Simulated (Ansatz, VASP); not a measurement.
**One calculation of Al3Cu2, two programs**

```xyz
10
Lattice="4.0547 0.0000 0.0000 0.0000 4.0547 0.0000 0.0000 0.0000 23.6010" Properties=species:S:1:pos:R:3 pbc="T T T"
Cu    0.0000    0.0000    7.6178
Cu    2.0274    2.0274   10.3818
Cu    0.0000    0.0000   13.2193
Cu    2.0274    2.0274   15.9827
Al    0.0000    2.0274    8.9298
Al    2.0274    0.0000    8.9298
Al    2.0274    0.0000   11.8005
Al    0.0000    2.0274   11.8005
Al    0.0000    2.0274   14.6713
Al    2.0274    0.0000   14.6713
```

Alike in both runs: functional r2SCAN; k mesh 9 × 9 × 1; occupations gaussian, width 0.1 eV; no spin polarisation.

Ansatz relaxed the structure, and its values are those at the end. VASP's run is a single point on that final structure, the one shown.

|  | VASP | Ansatz |
| --- | --- | --- |
| version | VASP 6.6.1 | Ansatz 0.2.0 |
| potentials or method | VASP PAW PBE potentials, release 64 (Cu, Al), cutoff 520 eV | scalar-relativistic, plane waves, PAW |
| valence electrons in the cell | 62 | 94 |

Ansatz gave:

| Item | Value |
| --- | --- |
| gap on the k mesh at the Fermi level (eV) | none |
| rms of the force components (eV/Å) | 0.004 |

Q: Which values does VASP return?

A: gap on the k mesh at the Fermi level (eV): none; rms of the force components (eV/Å): 0.005.

VASP's potentials were made for PBE, not for r2SCAN. A gap of «none» marks a metal or a gap that the smearing closes. VASP's potentials hold 62 valence electrons a cell and Ansatz's 94, so a difference there can come from the potentials and not from the codes. Ansatz's warnings: xc potential rough in thin density.
